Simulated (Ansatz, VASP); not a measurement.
# P in VASP and in Ansatz

INCAR

```
  PREC = Accurate
  ENCUT = 520
  EDIFF = 1E-6
  ISMEAR = -1
  SIGMA = 0.05
  LREAL = False
  LASPH = True
  NELM = 100
  ALGO = Normal
  ISIF = 2
  LWAVE = False
  LCHARG = False
  GGA = PE
  NBANDS = 18
```

Contents of KPOINTS:

```
regular mesh
0
Gamma
  7 7 5
```

File POSCAR:

```
P
1.0
    1.6477431241     -5.4650377251      0.0000000000
    1.6477431241      5.4650377251      0.0000000000
    0.0000000000      0.0000000000      4.5436355900
P
4
Direct
    0.9041431300      0.0958568700      0.5888151700
    0.0958568700      0.9041431300      0.4111848300
    0.5958568700      0.4041431300      0.0888151700
    0.4041431300      0.5958568700      0.9111848300
```

input.yaml

```yaml
crystal:
  lattice:
    - [1.6477431241, -5.4650377251, 0.0]
    - [1.6477431241, 5.4650377251, 0.0]
    - [0.0, 0.0, 4.54363559]
  atoms:
    - { symbol: P, position: [0.90414313, 0.09585687, 0.58881517] }
    - { symbol: P, position: [0.09585687, 0.90414313, 0.41118483] }
    - { symbol: P, position: [0.59585687, 0.40414313, 0.08881517] }
    - { symbol: P, position: [0.40414313, 0.59585687, 0.91118483] }
hamiltonian:
  xc: pbe
  pseudopotentials: { kind: paw }
kpoints:
  mp_grid: { grid: [7, 7, 5] }
scf:
  occupations: { method: fermi_dirac, width: 0.05 }
output:
  forces: true
  stress: true
  eigenvalues: true
```

Alike in both runs: task single point; functional PBE; k mesh 7 × 7 × 5; occupations fermi-dirac, width 0.05 eV; no spin polarisation.

|  | VASP | Ansatz |
| --- | --- | --- |
| version | VASP 6.6.1 | Ansatz 0.2.0 |
| potentials or method | VASP PAW PBE potentials, release 64 (P) | Ansatz PAW |
| plane-wave cutoff (eV) | 520 | 420 |
| valence electrons in the cell | 20 | 20 |

Ansatz gave:

- gap on the k mesh at the Fermi level (eV): 0.28
- least direct gap on the mesh (eV): 0.28
- pressure (GPa): 2.0
- traceless stress, the component that is largest in VASP (GPa): 0.19
- rms of the force components (eV/Å): 0.194

Question: Estimate VASP's values.

Answer: gap on the k mesh at the Fermi level (eV): 0.30; least direct gap on the mesh (eV): 0.30; pressure (GPa): 1.7; traceless stress, the component that is largest in VASP (GPa): 0.17; rms of the force components (eV/Å): 0.165.

Atom by atom the forces differ by 0.031 eV/Å (rms over components). The functional is the same, so the differences come from potentials, cutoffs and numerics.

Noted on Ansatz's run: odd divisions of the mesh miss points on the zone boundary, where band edges often lie, so the gap on the mesh can be too wide.
